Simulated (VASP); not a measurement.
Set up this calculation in VASP 6.6.1, as the native input.

```yaml
Task: relaxation of cell and atoms
Functional: PBE
Potentials_or_basis: VASP PAW PBE potentials, release 64 (Pd)
Cutoff: 600 eV
k_mesh: 9 × 9 × 4
Occupations: gaussian, width 0.1 eV
Spin: no spin polarisation
Dipole_correction: no
Further_INCAR_settings: ALGO = Normal; EDIFF = 1e-06; IBRION = 2; EDIFFG = -0.05; NSW = 80; ISIF = 3
```

The structure of Pd lies in POSCAR:

```
Pd
1.0
    2.8514375742      0.0000000000      0.0000000000
   -1.4257187871      2.4694173766      0.0000000000
    0.0000000000      0.0000000000      4.6619526753
Pd
2
Direct
    0.3333333333      0.6666666667      0.2500000000
    0.6666666667      0.3333333333      0.7500000000
```

These files were run (other wordings do the same):

INCAR

```
SYSTEM = Pd
PREC = Accurate
ENCUT = 600
EDIFF = 1E-6
ISMEAR = 0
SIGMA = 0.1
LREAL = .FALSE.
LASPH = .TRUE.
NELM = 100
ALGO = Normal
ISIF = 3
LWAVE = .FALSE.
LCHARG = .FALSE.
GGA = PE
IBRION = 2
NSW = 80
EDIFFG = -0.05
```

KPOINTS

```
Automatic mesh
0
G
  9 9 4
  0 0 0
```

Potentials or basis: VASP PAW PBE potentials, release 64 (Pd).

Launch:

```console
$ cat potpaw_PBE.64/Pd/POTCAR > POTCAR
$ mpirun -np 1 vasp_std > vasp.out
```

Results of the run:

* Relaxed volume: 15.36 Å³/atom
* Relaxed cell: a = 2.771 Å, b = 2.771 Å, c = 4.620 Å, α = 90.00°, β = 90.00°, γ = 120.00°
* Space group after relaxing (to 0.05 Å): P6_3/mmc (No. 194)
* Energy gained by relaxing: 33.0 meV/atom
* Ionic steps: 6
* Pressure after relaxing: 0.2 GPa
* Band gap on the k mesh: zero (band 10 reaches 9.22 eV, above the bottom of band 11 at 8.45 eV)

It took 26 s on 1 thread of Intel(R) Xeon(R) 6975P-C (Granite Rapids) (shared host), peak memory 0.18 GiB.
